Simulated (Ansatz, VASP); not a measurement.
This is a calculation of CsSnI3 for Ansatz 0.2.0.

File input.yaml:

```yaml
crystal:
  lattice:
    - [6.3274112921, 0.0, 0.0]
    - [0.0, 6.3274112921, 0.0]
    - [0.0, 0.0, 6.3274112921]
  atoms:
    - { symbol: Cs, position: [0.0, 0.0, 0.0] }
    - { symbol: I, position: [0.5, 0.5, 0.0] }
    - { symbol: I, position: [0.5, 0.0, 0.5] }
    - { symbol: I, position: [0.0, 0.5, 0.5] }
    - { symbol: Sn, position: [0.5, 0.5, 0.5] }
hamiltonian:
  xc: pbe
  pseudopotentials: { kind: nc, accuracy: stringent }
kpoints:
  mp_grid: { grid: [5, 5, 5] }
scf:
  occupations: { method: fermi_dirac, width: 0.05 }
output:
  forces: true
  stress: true
  eigenvalues: true
```

Potentials or basis: PseudoDojo stringent (PBE files).

Run with:

```bash
$ ansatz run input.yaml --threads 2 --pin off --max-ram 5120MiB --backend cpu --events-out ev --progress --plain --runs-dir out
```

**Question.** Translate it to VASP 6.6.1. Potentials there: VASP PAW PBE potentials, release 64 (Cs_sv, I, Sn_d).

**Answer.** As run (the cutoff follows the program's own potentials):

INCAR

```
SYSTEM = CsSnI3
ALGO = Normal ; EDIFF = 1E-7
ENCUT = 520 ; GGA = PE
ISIF = 2 ; ISMEAR = -1
LASPH = .True. ; LCHARG = .True.
LELF = .True. ; LREAL = .False.
LVHAR = .True. ; LWAVE = .False.
NBANDS = 30 ; NELM = 60
PREC = Accurate ; SIGMA = 0.05
```

KPOINTS

```
k-points
0
Gamma
  5 5 5
  0 0 0
```

The input POSCAR:

```
CsSnI3
1.0
    6.3274112921      0.0000000000      0.0000000000
    0.0000000000      6.3274112921      0.0000000000
    0.0000000000      0.0000000000      6.3274112921
Cs I Sn
1 3 1
Direct
    0.0000000000      0.0000000000      0.0000000000
    0.5000000000      0.5000000000      0.0000000000
    0.5000000000      0.0000000000      0.5000000000
    0.0000000000      0.5000000000      0.5000000000
    0.5000000000      0.5000000000      0.5000000000
```

Potentials or basis: VASP PAW PBE potentials, release 64 (Cs_sv, I, Sn_d).

Run with:

```console
$ cat potpaw_PBE.64/Cs_sv/POTCAR potpaw_PBE.64/I/POTCAR potpaw_PBE.64/Sn_d/POTCAR > POTCAR
$ mpirun -np 1 vasp_std > vasp.out
```

Both were run:

|  | VASP | Ansatz | Ansatz less VASP |
| --- | --- | --- | --- |
| gap on the k mesh at the Fermi level (eV) | 1.80 | 1.81 | +0.003 |
| least direct gap on the mesh (eV) | 1.80 | 1.81 | +0.003 |
| pressure (GPa) | -0.4 | -0.4 | +0.01 |

VASP's potentials hold 44 valence electrons a cell and Ansatz's 106, so a difference there can come from the potentials and not from the codes.

Neither program's run includes spin-orbit coupling. Noted on Ansatz's run: odd divisions of the mesh miss points on the zone boundary, where band edges often lie, so the gap on the mesh can be too wide.
